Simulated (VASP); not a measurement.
Here is a VASP 6.6.1 calculation.

File INCAR:

```
SYSTEM = ZrH2
PREC = Accurate ; ENCUT = 520
EDIFF = 1E-7 ; ISMEAR = 0
SIGMA = 0.02 ; LREAL = .False.
LASPH = .True. ; NELM = 80
ALGO = Normal ; ISIF = 2
LWAVE = .False. ; LCHARG = .False.
GGA = PS ; NBANDS = 14
```

KPOINTS

```
Automatic mesh
0
Gamma
  8 8 8
  0 0 0
```

Contents of POSCAR:

```
ZrH2
1.0
    0.0000000000      2.3813597274      2.3813597274
    2.3813597274      0.0000000000      2.3813597274
    2.3813597274      2.3813597274      0.0000000000
Zr H
1 2
Direct
    0.0000000000      0.0000000000      0.0000000000
    0.7500000000      0.7500000000      0.7500000000
    0.2500000000      0.2500000000      0.2500000000
```

Potentials or basis: VASP PAW PBE potentials, release 64 (Zr_sv, H).

The run is started by

```sh
$ cat potpaw_PBE.64/Zr_sv/POTCAR potpaw_PBE.64/H/POTCAR > POTCAR
$ mpirun -np 1 vasp_std > vasp.out
```

Estimate the band gap on the k mesh.

zero (bands 7 and 8 overlap by 0.44 eV).

What does it give for the pressure?

0.1 GPa.

Caveat: the PAW data sets were made with another functional, which shifts forces and pressure a little.
